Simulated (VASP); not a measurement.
# BiTe: single point with PBE

The system is BiTe.

```xyz
4
Lattice="4.8123 0.0000 0.0000 -2.4062 4.1676 0.0000 0.0000 0.0000 7.8962" Properties=species:S:1:pos:R:3 pbc="T T T"
Bi    0.0000    2.7784    2.9582
Bi    2.4062    1.3892    6.9063
Te    0.0000    2.7784    0.0029
Te    2.4062    1.3892    3.9510
```

The cell was generated, and may not be a known phase.

| Property | Result |
| --- | --- |
| Program | VASP 6.6.1 |
| Task | single point |
| Functional | PBE |
| Potentials or basis | VASP PAW PBE potentials, release 64 (Bi_d, Te) |
| Cutoff | 520 eV |
| k mesh | 6 × 6 × 2 |
| Occupations | gaussian, width 0.1 eV |
| Spin | no spin polarisation |

* Pressure: 7.4 GPa
* Largest force: 0.339 eV/Å
* Band gap on the k mesh: zero (bands 21 and 22 overlap by 1.47 eV)

Forces on the atoms (eV/Å):
```
Bi   0.000  0.000  0.339
Bi   0.000  0.000  0.339
Te   0.000  0.000 -0.339
Te   0.000  0.000 -0.339
```

Stress tensor (GPa, compression positive):
```
7.88 0.00 0.00
0.00 7.88 0.00
0.00 0.00 6.35
```

Levels at points of the mesh, in eV from the Fermi level:
```tsv
k point	band 19	band 20	band 21	band 22	band 23	band 24
(0.00, 0.00, 0.00)	-3.20	-3.20	-0.50	-0.50	-0.28	0.89
(0.50, 0.00, 0.00)	-2.75	-2.23	0.35	0.40	0.64	1.03
(0.00, 0.00, 0.50)	-3.45	-3.45	0.20	0.20	0.20	0.20
(0.50, 0.00, 0.50)	-2.89	-2.89	-0.38	-0.38	1.88	1.88
```

Run time: 2.6 min on 1 thread of Intel Xeon 8259CL (shared host), peak memory 0.28 GiB.

Caveat: the k points lie up to 0.40 Å⁻¹ apart, too coarse for converged energies and pressures of a metal; spin-orbit coupling is left out, which moves the levels of the heavy elements.
